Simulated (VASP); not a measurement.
Here is a VASP 6.6.1 calculation.

INCAR

```
PREC = Accurate
ENCUT = 600
EDIFF = 1E-6
ISMEAR = 0
SIGMA = 0.1
LREAL = False
LASPH = True
NELM = 200
ALGO = Normal
ISIF = 2
LWAVE = False
LCHARG = False
ISPIN = 2
MAGMOM = 0.81
LORBIT = 11
LMAXMIX = 4
NELECT = 11.0
NBANDS = 15
GGA_COMPAT = False
```

Contents of KPOINTS:

```
Automatic mesh
0
Gamma
  8 8 8
```

POSCAR

```
Ni
1.0
    0.0000000000      1.7679500000      1.7679500000
    1.7679500000      0.0000000000      1.7679500000
    1.7679500000      1.7679500000      0.0000000000
Ni
1
Direct
    0.0000000000      0.0000000000      0.0000000000
```

Potentials or basis: VASP PAW LDA potentials, release 64 (Ni).

Launch:

```console
$ cat potpaw_LDA.64/Ni/POTCAR > POTCAR
$ mpirun -np 1 vasp_std > vasp.out
```

Q: What does it give for the net moment?

A: 0.00 μB per cell.

Caveat: the k points lie up to 0.38 Å⁻¹ apart; the moments typed at the start vanished in this run.
